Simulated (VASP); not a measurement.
The system is TePb.

```
CELL_PARAMETERS angstrom
0.00000 3.23100 3.23100
3.23100 0.00000 3.23100
3.23100 3.23100 0.00000
ATOMIC_POSITIONS crystal
Pb 0.00000 0.00000 0.00000
Te 0.50000 0.50000 0.50000
```

Base run:

- Program: VASP 6.6.1
- Functional: SVWN5
- Potentials or basis: VASP PAW PBE potentials, release 64 (Pb_d, Te)
- Cutoff: 520 eV
- k mesh: 7 × 7 × 7
- Occupations: fermi-dirac, width 0.05 eV
- Spin: no spin polarisation

Its results: pressure -1.8 GPa.

The run is repeated on the same cell with these changes: functional from SVWN5 to revPBE; dispersion from none to D4. What comes out?

Pressure 0.1 GPa.

Several settings changed at once, so the effect can't be laid on one alone.

Caveats: the PAW data sets were made with another functional, which shifts forces and pressure a little.
